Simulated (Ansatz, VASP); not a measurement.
## Al: VASP beside Ansatz

Contents of INCAR:

```
  PREC = Accurate
  ENCUT = 520
  EDIFF = 1E-7
  ISMEAR = 0
  SIGMA = 0.15
  LREAL = False
  LASPH = True
  NELM = 80
  ALGO = Fast
  ISIF = 2
  LWAVE = False
  LCHARG = False
  GGA = PS
  NBANDS = 10
```

The input KPOINTS:

```
regular mesh
0
Gamma
  18 18 10
```

The input POSCAR:

```
Al
1.0
    2.9295000000      0.0000000000      0.0000000000
   -1.4647500000      2.5370214204      0.0000000000
    0.0000000000      0.0000000000      4.6382883863
Al
2
Direct
    0.6666666667      0.3333333333      0.7500000000
    0.3333333333      0.6666666667      0.2500000000
```

Input for Ansatz:

```yaml
crystal:
  lattice:
    - [2.9295, 0.0, 0.0]
    - [-1.46475, 2.5370214204, 0.0]
    - [0.0, 0.0, 4.6382883863]
  atoms:
    - { symbol: Al, position: [0.6666666667, 0.3333333333, 0.75] }
    - { symbol: Al, position: [0.3333333333, 0.6666666667, 0.25] }
basis:
  ecutwfc: 420
kpoints:
  mp_grid: { grid: [18, 18, 10] }
hamiltonian:
  xc: pbesol
  pseudopotentials: { kind: paw, azcp: { folder: soft_1 } }
scf:
  occupations: { method: gaussian, width: 0.15 }
output:
  forces: true
  stress: true
  eigenvalues: true
```

Alike in both runs: task single point; functional PBEsol; k mesh 18 × 18 × 10; occupations gaussian, width 0.15 eV; no spin polarisation.

```csv
,VASP,Ansatz
version,VASP 6.6.1,Ansatz 0.2.0
potentials or method,"VASP PAW PBE potentials, release 64 (Al), cutoff 520 eV","scalar-relativistic, plane waves, PAW"
valence electrons in the cell,6,6
```

VASP gave:

| Quantity | Value |
| --- | --- |
| gap on the k mesh at the Fermi level (eV) | none |
| pressure (GPa) | -3.7 |
| traceless stress, the component that is largest in VASP (GPa) | 1.30 |

Q: Which values does Ansatz return?

A: gap on the k mesh at the Fermi level (eV): none; pressure (GPa): -3.8; traceless stress, the component that is largest in VASP (GPa): 1.28.

VASP's potentials were made for PBE, not for PBEsol, and Ansatz warns of the same on its side. A gap of «none» marks a metal or a gap that the smearing closes.
